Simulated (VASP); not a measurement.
# SnO2 (kat) (P4_2/mnm) in VASP: notebook

Runs on SnO2 (kat). Level: LDA. Tasks: relaxation of the atoms, single point.

Program: VASP 6.6.1. These are calculated values, not measurements. Logs are shortened: lines on timing, memory, paths and dates and some standing lists are left out, and cuts for length are marked.

### Step 1. The cell of the first run

It takes space group P4_2/mnm (No. 136, tetragonal). Conventional cell: a = 4.759 Å, b = 4.759 Å, c = 3.200 Å, α = 90.00°, β = 90.00°, γ = 90.00°. Within 2.7 Å of Sn (site symmetry mmm) lie 6 O at 2.06 to 2.07 Å. O (site symmetry m2m) has 3 Sn at 2.06 to 2.07 Å and 1 O at 2.61 Å within 2.7 Å.

### Step 2. Relaxation of the atoms, LDA (strained cell)

INCAR reads:

```
SYSTEM = SnO2
ALGO = Normal
EDIFF = 1E-6
EDIFFG = -0.002
ENCUT = 520
IBRION = 2
ISIF = 2
ISMEAR = 0
LASPH = .TRUE.
LCHARG = .FALSE.
LREAL = .FALSE.
LWAVE = .FALSE.
NELM = 60
NSW = 60
PREC = Accurate
SIGMA = 0.02
```

KPOINTS reads:

```
k-points
0
G
  6 6 8
  0 0 0
```

POSCAR reads:

```
SnO2
1.0
    4.7585535498      0.0000000000      0.0000000000
    0.0000000000      4.7585535498      0.0000000000
    0.0000000000      0.0000000000      3.2001190491
Sn O
2 4
Direct
    0.0000000000      0.0000000000      0.0000000000
    0.5000000000      0.5000000000      0.5000000000
    0.3059063674      0.3059063674      0.0000000000
    0.1940936326      0.8059063674      0.5000000000
    0.6940936326      0.6940936326      0.0000000000
    0.8059063674      0.1940936326      0.5000000000
```

Potentials or basis: VASP PAW LDA potentials, release 64 (Sn_d, O).

Command:

```bash
cat potpaw_LDA.64/Sn_d/POTCAR potpaw_LDA.64/O/POTCAR > POTCAR
mpirun -np 1 vasp_std > vasp.out
```

OUTCAR:

```text
SYSTEM = SnO2
   EDIFF = 1E-6
   EDIFFG = -0.002
   ENCUT = 520
   IBRION = 2
   ISIF = 2
   ISMEAR = 0
   LASPH = .TRUE.
   LREAL = .FALSE.
   NELM = 60
   NSW = 60
   PREC = Accurate

 ion  position               nearest neighbor table
   1  0.000  0.000  0.000-   3 2.06   5 2.06   4 2.07   6 2.07   4 2.07   6 2.07   2 3.73   2 3.73
                             2 3.73   2 3.73   2 3.73   2 3.73   2 3.73   2 3.73
   2  0.500  0.500  0.500-   4 2.06   6 2.06   5 2.07   3 2.07   3 2.07   5 2.07   1 3.73   1 3.73
                             1 3.73   1 3.73   1 3.73   1 3.73   1 3.73   1 3.73
   3  0.306  0.306  0.000-   1 2.06   2 2.07   2 2.07
   4  0.194  0.806  0.500-   2 2.06   1 2.07   1 2.07
   5  0.694  0.694  0.000-   1 2.06   2 2.07   2 2.07
   6  0.806  0.194  0.500-   2 2.06   1 2.07   1 2.07

  LATTYP: Found a simple tetragonal cell.
 ALAT       =     4.7585535498
 C/A-ratio  =     0.6724982740

  Lattice vectors:

 A1 = (   4.7585535498,   0.0000000000,   0.0000000000)
 A2 = (   0.0000000000,   4.7585535498,   0.0000000000)
 A3 = (   0.0000000000,   0.0000000000,   3.2001190491)

Analysis of symmetry for initial positions (statically):
=====================================================================
 Subroutine PRICEL returns:
 Original cell was already a primitive cell.

 Routine SETGRP: Setting up the symmetry group for a
 simple tetragonal supercell.

 Subroutine GETGRP returns: Found 16 space group operations
 (whereof  8 operations were pure point group operations)
 out of a pool of 16 trial point group operations.

The static configuration has the point symmetry D_2h.
 The point group associated with its full space group is D_4h.

Analysis of symmetry for dynamics (positions and initial velocities):
=====================================================================
 Subroutine PRICEL returns:
 Original cell was already a primitive cell.

 Routine SETGRP: Setting up the symmetry group for a
 simple tetragonal supercell.

 Subroutine GETGRP returns: Found 16 space group operations
 (whereof  8 operations were pure point group operations)
 out of a pool of 16 trial point group operations.

The dynamic configuration has the point symmetry D_2h.
 The point group associated with its full space group is D_4h.

 Subroutine INISYM returns: Found 16 space group operations
 (whereof  8 operations are pure point group operations),
 and found     1 'primitive' translations

----------------------------------------------------------------------------------------

                                     Primitive cell

  volume of cell :      72.4630

  direct lattice vectors                    reciprocal lattice vectors
     4.758553550  0.000000000  0.000000000     0.210147893  0.000000000  0.000000000
     0.000000000  4.758553550  0.000000000     0.000000000  0.210147893  0.000000000
     0.000000000  0.000000000  3.200119049     0.000000000  0.000000000  0.312488375

  length of vectors
     4.758553550  4.758553550  3.200119049     0.210147893  0.210147893  0.312488375

  position of ions in fractional coordinates (direct lattice)
     0.000000000  0.000000000  0.000000000
     0.500000000  0.500000000  0.500000000
     0.305906367  0.305906367  0.000000000
     0.194093633  0.805906367  0.500000000
     0.694093633  0.694093633  0.000000000
     0.805906367  0.194093633  0.500000000

  ion indices of the primitive-cell ions
   primitive index   ion index
                 1           1
                 2           2
                 3           3
                 4           4
                 5           5
                 6           6

----------------------------------------------------------------------------------------

 KPOINTS: k-points

Automatic generation of k-mesh.
 Grid dimensions read from file:
 generate k-points for:    6    6    8

 Generating k-lattice:

  Cartesian coordinates                     Fractional coordinates (reciprocal lattice)
     0.035024649  0.000000000  0.000000000     0.166666667  0.000000000  0.000000000
     0.000000000  0.035024649  0.000000000     0.000000000  0.166666667  0.000000000
     0.000000000  0.000000000  0.039061047     0.000000000  0.000000000  0.125000000

  Length of vectors
     0.035024649  0.035024649  0.039061047

  Shift w.r.t. Gamma in fractional coordinates (k-lattice)
     0.000000000  0.000000000  0.000000000

 Subroutine IBZKPT returns following result:
 ===========================================

 Found     50 irreducible k-points:

 Following reciprocal coordinates:
            Coordinates               Weight
  0.000000  0.000000  0.000000      1.000000
  0.166667  0.000000  0.000000      4.000000
  0.333333  0.000000  0.000000      4.000000
  0.500000  0.000000  0.000000      2.000000
  0.166667  0.166667  0.000000      4.000000
  0.333333  0.166667  0.000000      8.000000
[... 16 lines left out ...]
  0.333333  0.000000  0.250000      8.000000
  0.500000  0.000000  0.250000      4.000000
 [... further k-points ...]
   k-points           NKPTS =     50   k-points in BZ     NKDIM =     50   number of bands    NBANDS=     31
   number of dos      NEDOS =    301   number of ions     NIONS =      6
   total plane-waves  NPLWV =  31104
   dimension x,y,z NGX =    36 NGY =   36 NGZ =   24
   dimension x,y,z NGXF=    72 NGYF=   72 NGZF=   48
   ions per type =               2   4
   NGX,Y,Z   is equivalent  to a cutoff of  12.58, 12.58, 12.47 a.u.
   NGXF,Y,Z  is equivalent  to a cutoff of  25.15, 25.15, 24.94 a.u.
 SYSTEM =  SnO2
   PREC   = accura    normal or accurate (medium, high low for compatibility)
   ISTART =      0    job   : 0-new  1-cont  2-samecut
   ICHARG =      2    charge: 1-file 2-atom 10-const
   ISPIN  =      1    spin polarized calculation?
   LNONCOLLINEAR =      F non collinear calculations
   LSORBIT =      F    spin-orbit coupling
   LASPH  =      T    aspherical Exc in radial PAW
   ENCUT  =  520.0 eV  38.22 Ry    6.18 a.u.   8.85  8.85  5.95*2*pi/ulx,y,z
   NELM   =     60;   NELMIN=  2; NELMDL= -5     # of ELM steps
   EDIFF  = 0.1E-05   stopping-criterion for ELM
   LREAL  =      F    real-space projection
   EDIFFG = -.2E-02   stopping-criterion for IOM
   NSW    =     60    number of steps for IOM
   IBRION =      2    ionic relax: 0-MD 1-quasi-New 2-CG
   NFREE  =      1    steps in history (QN), initial steepest desc. (CG)
   ISIF   =      2    stress and relaxation
   ISYM   =      2    0-nonsym 1-usesym 2-fastsym
   POTIM  = 0.5000    time-step for ionic-motion
   TEBEG  =    0.0;   TEEND  =   0.0 temperature during run
   PSTRESS=    0.0 pullay stress
   NELECT =      52.0000    total number of electrons
   NUPDOWN=      -1.0000    fix difference up-down
   EMIN   =  10.00;   EMAX   =-10.00  energy-range for DOS
   EFERMI =   0.00;   METHOD = LEGACY
   ISMEAR =     0;   SIGMA  =   0.02  broadening in eV -4-tet -1-fermi 0-gaus
   EFERMI_NEDOS =   21; number of points for ismear=-14 and -15
   IALGO  =     38    algorithm
   IMIX   =      4    mixing-type and parameters
     AMIX     =   0.40;   BMIX     =  1.00
     AMIX_MAG =   1.60;   BMIX_MAG =  1.00
  volume/ion in A,a.u.               =      12.08        81.50
  Fermi-wavevector in a.u.,A,eV,Ry     =   1.465674  2.769721 29.228022  2.148199
  Thomas-Fermi vector in A             =   2.581502
   LORBIT       =      0    0 simple, 1 ext, 2 COOP (PROOUT), +10 PAW based schemes
   GGA     = CA    functional components
   LHFCALC =     F    Hartree Fock is set to
   AEXX    =    0.0000 exact exchange contribution
   IVDW    =     0    specifies the selected vdW correction
   LEPSILON=     F    determine dielectric tensor
   LRPA    =     F    only Hartree local field effects (RPA)
 conjugate gradient relaxation of ions
 non-spin polarized calculation
 Gauss-broadening in eV      SIGMA  =   0.02
  energy-cutoff  :      520.00
  volume of cell :       72.46
 maximum number of plane-waves:      1992
 NGX is ok and might be reduce to    36
   NGX = 17   NGY = 17   NGZ = 11

--------------------------------------- Ionic step        1  -------------------------------------------

 number of electron      52.0000001 magnetization

 Free energy of the ion-electron system (eV)
  ---------------------------------------------------
  ext. energy  EPLUGINS =         0.00000000
  ---------------------------------------------------
  free energy    TOTEN  =       -42.27448336 eV

  energy without entropy =      -42.27448336  energy(sigma->0) =      -42.27448336

------------------------ aborting loop because EDIFF is reached ----------------------------------------

  FORCE on cell =-STRESS in cart. coord.  units (eV):
  Direction    XX          YY          ZZ          XY          YZ          ZX
  --------------------------------------------------------------------------------------
  -------------------------------------------------------------------------------------
  Total       -1.2507338     -1.2507338     -1.0897757      0.0000000      0.0000000      0.0000000
  in kB      -27.6540930    -27.6540930    -24.0952618      0.0000000      0.0000000      0.0000000
  external PRESSURE =     -26.4678159 kB  Pullay stress =       0.0000000 kB
[... 65 lines left out ...]
  energy  without entropy=      -42.2747058708  energy(sigma->0) =      -42.27470587

--------------------------------------- Ionic step        3  -------------------------------------------

 number of electron      52.0000002 magnetization

 Free energy of the ion-electron system (eV)
  ---------------------------------------------------
  ext. energy  EPLUGINS =         0.00000000
  ---------------------------------------------------
  free energy    TOTEN  =       -42.27470673 eV

  energy without entropy =      -42.27470673  energy(sigma->0) =      -42.27470673

 E-fermi :   5.8826     XC(G=0): -11.7331

 val. band max:        5.7162079227   @ k =   0.0000   0.0000   0.0000
 cond. band min:       6.7166472584   @ k =   0.0000   0.0000   0.0000
 fundamental gap:      1.0004393357
 Fermi energy:         5.8826146205

 k-point     1 :       0.0000    0.0000    0.0000
  band No.  band energies     occupation
      1     -15.2728      2.00000
      2     -14.5421      2.00000
      3     -14.2854      2.00000
      4     -14.2661      2.00000
      5     -14.2661      2.00000
      6     -14.1804      2.00000
[... 805 lines left out ...]
     30      14.1393      0.00000
     31      14.8851      0.00000

 [... further k-points ...]
[... 5 lines left out ...]
  --------------------------------------------------------------------------------------
  -------------------------------------------------------------------------------------
  Total       -1.2349360     -1.2349360     -1.0265828      0.0000000      0.0000000      0.0000000
  in kB      -27.3047986    -27.3047986    -22.6980488      0.0000000      0.0000000      0.0000000
  external PRESSURE =     -25.7692154 kB  Pullay stress =       0.0000000 kB
[... 21 lines left out ...]
  FREE ENERGIE OF THE ION-ELECTRON SYSTEM (eV)
  ---------------------------------------------------
  free  energy   TOTEN  =       -42.2747067285 eV

  energy  without entropy=      -42.2747067285  energy(sigma->0) =      -42.27470673

 reached required accuracy - stopping structural energy minimisation
```

Run time: 1.8 min. Hardware: 1 thread of Intel Xeon Platinum 8488C (Sapphire Rapids), shared host; peak memory 0.21 GiB.

What came out:

* Free energy: -42.2747 eV
* Energy gained by relaxing: 0.0 meV/atom
* Ionic steps: 3
* Pressure after relaxing: -2.6 GPa
* Band gap on the k mesh: 1.00 eV, direct

The path:
```
step  energy change (eV)  largest force (eV/Å)  pressure (GPa)
   1              0.0000                0.0495           -2.65
   2             -0.0002                0.0029           -2.57
   3             -0.0002                0.0003           -2.58
```

Final structure:
```cif
data_structure
_symmetry_space_group_name_H-M 'P 1'
_symmetry_Int_Tables_number 1
_cell_length_a 4.7586
_cell_length_b 4.7586
_cell_length_c 3.2001
_cell_angle_alpha 90.000
_cell_angle_beta 90.000
_cell_angle_gamma 90.000
_cell_volume 72.46
loop_
_atom_site_label
_atom_site_type_symbol
_atom_site_fract_x
_atom_site_fract_y
_atom_site_fract_z
_atom_site_occupancy
Sn1 Sn 0.00000 0.00000 0.00000 1
Sn2 Sn 0.50000 0.50000 0.50000 1
O1 O 0.30624 0.30624 0.00000 1
O2 O 0.19376 0.80624 0.50000 1
O3 O 0.69376 0.69376 0.00000 1
O4 O 0.80624 0.19376 0.50000 1
```

Caveat: the cell differs from its parent crystal (strained cell); spin-orbit coupling is left out, which moves the levels of the heavy elements.

### Step 3. Single point, LDA (strained cell)

INCAR reads:

```
ALGO = Normal
EDIFF = 1E-7
ENCUT = 520
ISIF = 2
ISMEAR = 0
LASPH = T
LCHARG = F
LREAL = F
LWAVE = F
NBANDS = 35
NELM = 60
PREC = Accurate
SIGMA = 0.02
```

KPOINTS reads:

```
k-points
0
Gamma
  6 6 8
```

POSCAR reads:

```
SnO2
1.0
    4.7585535498      0.0000000000      0.0000000000
    0.0000000000      4.7585535498      0.0000000000
    0.0000000000      0.0000000000      3.2001190491
Sn O
2 4
Direct
    0.0000000000      0.0000000000      0.0000000000
    0.5000000000      0.5000000000      0.5000000000
    0.3064407316      0.3064407316      0.0000000000
    0.1935592684      0.8064407316      0.5000000000
    0.6935592684      0.6935592684      0.0000000000
    0.8064407316      0.1935592684      0.5000000000
```

Potentials or basis: VASP PAW LDA potentials, release 64 (Sn_d, O).

Command:

```bash
cat potpaw_LDA.64/Sn_d/POTCAR potpaw_LDA.64/O/POTCAR > POTCAR
mpirun -np 1 vasp_std > vasp.out
```

Wall time 2.3 min (1 thread of Intel Xeon 6975P-C, shared host); peak memory 0.22 GiB.

It converged, with:

| Quantity | Value |
| --- | --- |
| Free energy | -42.2746 eV |
| Pressure | -2.5 GPa |
| Largest force | 0.030 eV/Å |
| Band gap on the k mesh | 1.00 eV, direct |

Forces in eV/Å, atoms in the order of the input:
```
Sn   0.000  0.000  0.000
Sn   0.000  0.000  0.000
O   -0.021 -0.021  0.000
O    0.021 -0.021  0.000
O    0.021  0.021  0.000
O   -0.021  0.021  0.000
```

Stress tensor (GPa, compression positive):
```
-2.71  0.00  0.00
 0.00 -2.71  0.00
 0.00  0.00 -2.20
```

Levels at points of the mesh, in eV from the valence-band top:
```
           k point  band 22  band 23  band 24  band 25  band 26  band 27  band 28  band 29  band 30  band 31
(0.00, 0.00, 0.00)    -1.28    -1.28    -0.80    -0.80     0.00     1.00     5.82     6.01     6.01    10.02
(0.50, 0.00, 0.00)    -2.01    -1.24    -1.24    -0.65    -0.65     4.16     4.16     6.75     6.75    10.60
(0.50, 0.50, 0.00)    -2.02    -1.36    -1.36    -0.91    -0.91     4.55     4.55     7.21     7.21    10.62
(0.00, 0.00, 0.50)    -2.69    -1.68    -1.68    -1.26    -1.26     5.87     5.87     9.40     9.40    10.31
(0.50, 0.00, 0.50)    -1.77    -1.11    -1.11    -0.74    -0.74     6.14     6.14     7.73     7.73    10.64
(0.50, 0.50, 0.50)    -2.47    -0.98    -0.98    -0.84    -0.84     4.56     4.56     8.54     8.54    10.64
```

Caveat: the cell differs from its parent crystal (strained cell); spin-orbit coupling is left out, which moves the levels of the heavy elements.
